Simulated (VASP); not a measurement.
# Na2N (P-3m1) in VASP: further runs

Na2N is run at these levels: PBE; tasks: single point.

Everything below comes from runs of VASP 6.6.1. Logs are shortened: lines on timing, memory, paths and dates and some standing lists are left out, and cuts for length are marked.

## Step 1: The cell of the first run

The structure is trigonal, space group P-3m1 (No. 164). Conventional cell: a = 3.366 Å, b = 3.366 Å, c = 5.707 Å, α = 90.00°, β = 90.00°, γ = 120.00°. Na (site symmetry 3m) has 3 N at 2.31 Å within 3.0 Å. Within 3.0 Å of N (site symmetry -3m) lie 6 Na at 2.31 Å.

The cell was generated, and may not be a known phase.

## Step 2: Single point, PBE

INCAR

```
PREC     = Accurate       # precision mode
ENCUT    = 520            # plane-wave cutoff, eV
EDIFF    = 1E-6           # SCF threshold, eV
ISMEAR   = 0              # smearing method
SIGMA    = 0.1            # smearing width, eV
LREAL    = F              # projectors in reciprocal space
LASPH    = T              # aspherical terms in the spheres
NELM     = 60             # most SCF steps
ALGO     = Normal         # electronic algorithm
ISIF     = 2              # what is computed and relaxed
LWAVE    = F              # write WAVECAR
LCHARG   = F              # write CHGCAR
GGA      = PE             # functional
NBANDS   = 16             # bands
```

KPOINTS

```
Automatic mesh
0
Gamma
  6 6 4
```

POSCAR

```
Na2N
1.0
    3.3662577400      0.0000000000      0.0000000000
   -1.6831288700      2.9152647200      0.0000000000
    0.0000000000      0.0000000000      5.7065231400
Na N
2 1
Direct
    0.6666666700      0.3333333300      0.7175636900
    0.3333333300      0.6666666700      0.2824363100
    0.0000000000      0.0000000000      0.5000000000
```

Potentials or basis: VASP PAW PBE potentials, release 64 (Na_pv, N).

Run with:

```
cat potpaw_PBE.64/Na_pv/POTCAR potpaw_PBE.64/N/POTCAR > POTCAR
mpirun -np 1 vasp_std > vasp.out
```

OUTCAR:

```text
PREC = Accurate
   ENCUT = 520
   EDIFF = 1E-6
   ISMEAR = 0
   LREAL = F
   LASPH = T
   NELM = 60
   ISIF = 2
   GGA = PE

 ion  position               nearest neighbor table
   1  0.667  0.333  0.718-
   2  0.333  0.667  0.282-
   3  0.000  0.000  0.500-

  LATTYP: Found a hexagonal cell.
 ALAT       =     3.3662577400
 C/A-ratio  =     1.6952127795

  Lattice vectors:

 A1 = (   3.3662577400,   0.0000000000,   0.0000000000)
 A2 = (  -1.6831288700,   2.9152647200,   0.0000000000)
 A3 = (   0.0000000000,   0.0000000000,   5.7065231400)

Analysis of symmetry for initial positions (statically):
=====================================================================
 Subroutine PRICEL returns:
 Original cell was already a primitive cell.

 Routine SETGRP: Setting up the symmetry group for a
 hexagonal supercell.

 Subroutine GETGRP returns: Found 12 space group operations
 (whereof 12 operations were pure point group operations)
 out of a pool of 24 trial point group operations.

The static configuration has the point symmetry D_3d.

Analysis of symmetry for dynamics (positions and initial velocities):
=====================================================================
 Subroutine PRICEL returns:
 Original cell was already a primitive cell.

 Routine SETGRP: Setting up the symmetry group for a
 hexagonal supercell.

 Subroutine GETGRP returns: Found 12 space group operations
 (whereof 12 operations were pure point group operations)
 out of a pool of 24 trial point group operations.

The dynamic configuration has the point symmetry D_3d.

 Subroutine INISYM returns: Found 12 space group operations
 (whereof 12 operations are pure point group operations),
 and found     1 'primitive' translations

----------------------------------------------------------------------------------------

                                     Primitive cell

  volume of cell :      56.0011

  direct lattice vectors                    reciprocal lattice vectors
     3.366257740  0.000000000  0.000000000     0.297065786  0.171511011  0.000000000
    -1.683128870  2.915264720  0.000000000     0.000000000  0.343022022  0.000000000
     0.000000000  0.000000000  5.706523140     0.000000000  0.000000000  0.175238052

  length of vectors
     3.366257740  3.366257741  5.706523140     0.343022023  0.343022022  0.175238052

  position of ions in fractional coordinates (direct lattice)
     0.666666670  0.333333330  0.717563690
     0.333333330  0.666666670  0.282436310
     0.000000000  0.000000000  0.500000000

  ion indices of the primitive-cell ions
   primitive index   ion index
                 1           1
                 2           2
                 3           3

----------------------------------------------------------------------------------------

 KPOINTS: Automatic mesh

Automatic generation of k-mesh.
 Grid dimensions read from file:
 generate k-points for:    6    6    4

 Generating k-lattice:

  Cartesian coordinates                     Fractional coordinates (reciprocal lattice)
     0.049510964  0.028585169  0.000000000     0.166666667 -0.000000000  0.000000000
     0.000000000  0.057170337  0.000000000     0.000000000  0.166666667  0.000000000
     0.000000000  0.000000000  0.043809513     0.000000000  0.000000000  0.250000000

  Length of vectors
     0.057170337  0.057170337  0.043809513

  Shift w.r.t. Gamma in fractional coordinates (k-lattice)
     0.000000000  0.000000000  0.000000000

 Subroutine IBZKPT returns following result:
 ===========================================

 Found     24 irreducible k-points:

 Following reciprocal coordinates:
            Coordinates               Weight
  0.000000  0.000000  0.000000      1.000000
  0.166667  0.000000  0.000000      6.000000
  0.333333  0.000000  0.000000      6.000000
  0.500000 -0.000000  0.000000      3.000000
  0.166667  0.166667  0.000000      6.000000
  0.333333  0.166667  0.000000     12.000000
[... 16 lines left out ...]
  0.333333  0.166667  0.500000     12.000000
  0.333333  0.333333  0.500000      2.000000
   k-points           NKPTS =     24   k-points in BZ     NKDIM =     24   number of bands    NBANDS=     16
   number of dos      NEDOS =    301   number of ions     NIONS =      3
   total plane-waves  NPLWV =  32928
   dimension x,y,z NGX =    28 NGY =   28 NGZ =   42
   dimension x,y,z NGXF=    56 NGYF=   56 NGZF=   84
   ions per type =               2   1
   NGX,Y,Z   is equivalent  to a cutoff of  13.83, 13.83, 12.24 a.u.
   NGXF,Y,Z  is equivalent  to a cutoff of  27.66, 27.66, 24.47 a.u.
 SYSTEM =  unknown system
   PREC   = accura    normal or accurate (medium, high low for compatibility)
   ISTART =      0    job   : 0-new  1-cont  2-samecut
   ICHARG =      2    charge: 1-file 2-atom 10-const
   ISPIN  =      1    spin polarized calculation?
   LNONCOLLINEAR =      F non collinear calculations
   LSORBIT =      F    spin-orbit coupling
   LASPH  =      T    aspherical Exc in radial PAW
   ENCUT  =  520.0 eV  38.22 Ry    6.18 a.u.   6.26  6.26 10.61*2*pi/ulx,y,z
   NELM   =     60;   NELMIN=  2; NELMDL= -5     # of ELM steps
   EDIFF  = 0.1E-05   stopping-criterion for ELM
   LREAL  =      F    real-space projection
   EDIFFG = 0.1E-04   stopping-criterion for IOM
   NSW    =      0    number of steps for IOM
   IBRION =     -1    ionic relax: 0-MD 1-quasi-New 2-CG
   NFREE  =      0    steps in history (QN), initial steepest desc. (CG)
   ISIF   =      2    stress and relaxation
   ISYM   =      2    0-nonsym 1-usesym 2-fastsym
   POTIM  = 0.5000    time-step for ionic-motion
   TEBEG  =    0.0;   TEEND  =   0.0 temperature during run
   PSTRESS=    0.0 pullay stress
   NELECT =      19.0000    total number of electrons
   NUPDOWN=      -1.0000    fix difference up-down
   EMIN   =  10.00;   EMAX   =-10.00  energy-range for DOS
   EFERMI =   0.00;   METHOD = LEGACY
   ISMEAR =     0;   SIGMA  =   0.10  broadening in eV -4-tet -1-fermi 0-gaus
   EFERMI_NEDOS =   21; number of points for ismear=-14 and -15
   IALGO  =     38    algorithm
   IMIX   =      4    mixing-type and parameters
     AMIX     =   0.40;   BMIX     =  1.00
     AMIX_MAG =   1.60;   BMIX_MAG =  1.00
  volume/ion in A,a.u.               =      18.67       125.97
  Fermi-wavevector in a.u.,A,eV,Ry     =   1.141810  2.157707 17.738314  1.303729
  Thomas-Fermi vector in A             =   2.278509
   LORBIT       =      0    0 simple, 1 ext, 2 COOP (PROOUT), +10 PAW based schemes
   GGA     = PE    functional components
   LHFCALC =     F    Hartree Fock is set to
   AEXX    =    0.0000 exact exchange contribution
   IVDW    =     0    specifies the selected vdW correction
   LEPSILON=     F    determine dielectric tensor
   LRPA    =     F    only Hartree local field effects (RPA)
 non-spin polarized calculation
 Gauss-broadening in eV      SIGMA  =   0.10
  energy-cutoff  :      520.00
  volume of cell :       56.00
 maximum number of plane-waves:      1533
 NGX is ok and might be reduce to    28
   NGX = 13   NGY = 13   NGZ = 21

 number of electron      19.0000008 magnetization

 Free energy of the ion-electron system (eV)
  ---------------------------------------------------
  ext. energy  EPLUGINS =         0.00000000
  ---------------------------------------------------
  free energy    TOTEN  =        -8.82615384 eV

  energy without entropy =       -8.80879661  energy(sigma->0) =       -8.81747522

 E-fermi :   0.8535     XC(G=0):  -7.9609

 val. band max:        0.8526676552   @ k =   0.1667   0.1667   0.2500
 cond. band min:       0.8545479245   @ k =   0.1667   0.1667   0.5000
 fundamental gap:      0.0018802694
 Fermi energy:         0.8534579668

 k-point     1 :       0.0000    0.0000    0.0000
  band No.  band energies     occupation
      1     -22.0410      2.00000
      2     -21.9055      2.00000
      3     -21.8549      2.00000
      4     -21.8549      2.00000
      5     -21.8410      2.00000
      6     -21.8410      2.00000
[... 8 lines left out ...]
     15      14.7559      0.00000
     16      14.7559      0.00000

 k-point     2 :       0.1667    0.0000    0.0000
  band No.  band energies     occupation
      1     -22.0296      2.00000
      2     -21.9121      2.00000
      3     -21.8779      2.00000
      4     -21.8637      2.00000
      5     -21.8630      2.00000
      6     -21.8427      2.00000
[... 8 lines left out ...]
     15      12.9384      0.00000
     16      13.8401      0.00000

 k-point     3 :       0.3333    0.0000    0.0000
  band No.  band energies     occupation
      1     -22.0052      2.00000
      2     -21.9490      2.00000
      3     -21.9084      2.00000
      4     -21.8990      2.00000
      5     -21.8791      2.00000
      6     -21.8484      2.00000
[... 8 lines left out ...]
     15      12.0722      0.00000
     16      12.6801      0.00000

 k-point     4 :       0.5000   -0.0000    0.0000
  band No.  band energies     occupation
      1     -21.9877      2.00000
      2     -21.9811      2.00000
      3     -21.9171      2.00000
      4     -21.9144      2.00000
      5     -21.8864      2.00000
      6     -21.8517      2.00000
[... 8 lines left out ...]
     15      11.5053      0.00000
     16      12.2766      0.00000
[... 324 lines left out ...]
 k-point    22 :       0.1667    0.1667    0.5000
  band No.  band energies     occupation
      1     -22.0034      2.00000
      2     -21.9464      2.00000
      3     -21.9027      2.00000
      4     -21.8887      2.00000
      5     -21.8661      2.00000
      6     -21.8573      2.00000
[... 8 lines left out ...]
     15      11.3112      0.00000
     16      11.6941      0.00000

 k-point    23 :       0.3333    0.1667    0.5000
  band No.  band energies     occupation
      1     -21.9922      2.00000
      2     -21.9710      2.00000
      3     -21.9240      2.00000
      4     -21.9018      2.00000
      5     -21.8827      2.00000
      6     -21.8670      2.00000
[... 8 lines left out ...]
     15      10.3862      0.00000
     16      11.2983      0.00000

 k-point    24 :       0.3333    0.3333    0.5000
  band No.  band energies     occupation
      1     -21.9704      2.00000
      2     -21.9704      2.00000
      3     -21.9522      2.00000
      4     -21.8981      2.00000
      5     -21.8860      2.00000
      6     -21.8860      2.00000
[... 8 lines left out ...]
     15      10.1895      0.00000
     16      10.1895      0.00000

------------------------ aborting loop because EDIFF is reached ----------------------------------------

  FORCE on cell =-STRESS in cart. coord.  units (eV):
  Direction    XX          YY          ZZ          XY          YZ          ZX
  --------------------------------------------------------------------------------------
  -------------------------------------------------------------------------------------
  Total        2.3172450      2.3172450      0.2939093     -0.0000000     -0.0000000      0.0000000
  in kB       66.2957349     66.2957349      8.4086630     -0.0000000     -0.0000000      0.0000000
  external PRESSURE =      47.0000443 kB  Pullay stress =       0.0000000 kB

 VOLUME and BASIS-vectors are now :
 -----------------------------------------------------------------------------
  energy-cutoff  :      520.00
  volume of cell :       56.00
      direct lattice vectors                 reciprocal lattice vectors
     3.366257740  0.000000000  0.000000000     0.297065786  0.171511011  0.000000000
    -1.683128870  2.915264720  0.000000000     0.000000000  0.343022022  0.000000000
     0.000000000  0.000000000  5.706523140     0.000000000  0.000000000  0.175238052

 POSITION                                       TOTAL-FORCE (eV/Angst)
 -----------------------------------------------------------------------------------
      1.68313      0.97175      4.09479        -0.000000      0.000000      0.014096
     -0.00000      1.94351      1.61173         0.000000      0.000000     -0.014096
      0.00000      0.00000      2.85326         0.000000      0.000000      0.000000
 -----------------------------------------------------------------------------------
    total drift:                                0.000000     -0.000000      0.000000

  FREE ENERGIE OF THE ION-ELECTRON SYSTEM (eV)
  ---------------------------------------------------
  free  energy   TOTEN  =        -8.8261538391 eV

  energy  without entropy=       -8.8087966103  energy(sigma->0) =       -8.81747522
```

Run time: 34 s. Hardware: 1 thread of AMD EPYC 7R13, shared host; peak memory 0.14 GiB.

What came out:

- Free energy: -8.8262 eV
- Pressure: 4.7 GPa
- Largest force: 0.014 eV/Å
- Band gap on the k mesh: zero (an odd number of electrons rules out a gap without spin polarisation)

Forces on the atoms (eV/Å):
```
Na   0.000  0.000  0.014
Na   0.000  0.000 -0.014
N    0.000  0.000  0.000
```

Stress tensor (GPa, compression positive):
```
6.63 0.00 0.00
0.00 6.63 0.00
0.00 0.00 0.84
```

Caveat: the stress differs along the axes, from 1 to 7 GPa.

## Step 3: Single point, PBE, collinear spin, ferromagnetic start

INCAR

```
  PREC = Accurate
  ENCUT = 520
  EDIFF = 1E-6
  ISMEAR = 0
  SIGMA = 0.1
  LREAL = False
  LASPH = True
  NELM = 150
  ALGO = Normal
  ISIF = 2
  LWAVE = False
  LCHARG = False
  ISPIN = 2
  MAGMOM = 0 0 1
  LORBIT = 11
  GGA = PE
  NBANDS = 20
```

KPOINTS

```
regular mesh
0
Gamma
  6 6 4
```

POSCAR is that of step 2.

Potentials or basis: VASP PAW PBE potentials, release 64 (Na_pv, N).

Run with:

```
cat potpaw_PBE.64/Na_pv/POTCAR potpaw_PBE.64/N/POTCAR > POTCAR
mpirun -np 1 vasp_std > vasp.out
```

Wall time 84 s (1 thread of AMD EPYC 7R13, shared host); peak memory 0.18 GiB.

The run converged. Its results:

```
Free energy                                           : -9.0607 eV
Pressure                                              : 5.3 GPa
Largest force                                         : 0.083 eV/Å
Net moment                                            : 1.12 μB per cell
Site moments                                          : Na -0.00; N +0.81 μB
Valence electrons inside the program's atomic spheres : Na 6.10; N 3.51
```

Forces on the atoms (eV/Å):
```
Na   0.000  0.000  0.083
Na   0.000  0.000 -0.083
N    0.000  0.000  0.000
```

Stress tensor (GPa, compression positive):
```
7.12 0.00 0.00
0.00 7.12 0.00
0.00 0.00 1.61
```

Levels at points of the mesh, in eV from the Fermi level:
Spin up:
```tsv
k point	band 7	band 8	band 9	band 10	band 11	band 12	band 13	band 14
(0.00, 0.00, 0.00)	-13.01	-2.02	-1.01	-0.73	-0.73	6.20	7.01	12.92
(0.50, 0.00, 0.00)	-12.44	-2.92	-1.11	-1.06	3.07	3.46	6.59	9.61
(0.00, 0.00, 0.50)	-13.00	-2.88	-0.73	-0.73	0.86	3.67	9.13	11.15
(0.50, 0.00, 0.50)	-12.44	-2.88	-1.24	-1.11	2.95	3.94	7.46	8.13
```
Spin down:
```tsv
k point	band 7	band 8	band 9	band 10	band 11	band 12
(0.00, 0.00, 0.00)	-11.44	-1.53	-1.21	1.33	1.33	6.34
(0.50, 0.00, 0.00)	-10.76	-1.52	-0.41	0.86	2.84	3.37
(0.00, 0.00, 0.50)	-11.42	-2.74	1.10	1.34	1.34	3.78
(0.50, 0.00, 0.50)	-10.76	-1.41	-0.68	0.86	2.68	3.83
```

Caveat: the stress differs along the axes, from 2 to 7 GPa.

The gap in the log of VASP goes by the Fermi energy; the results here count the filled bands.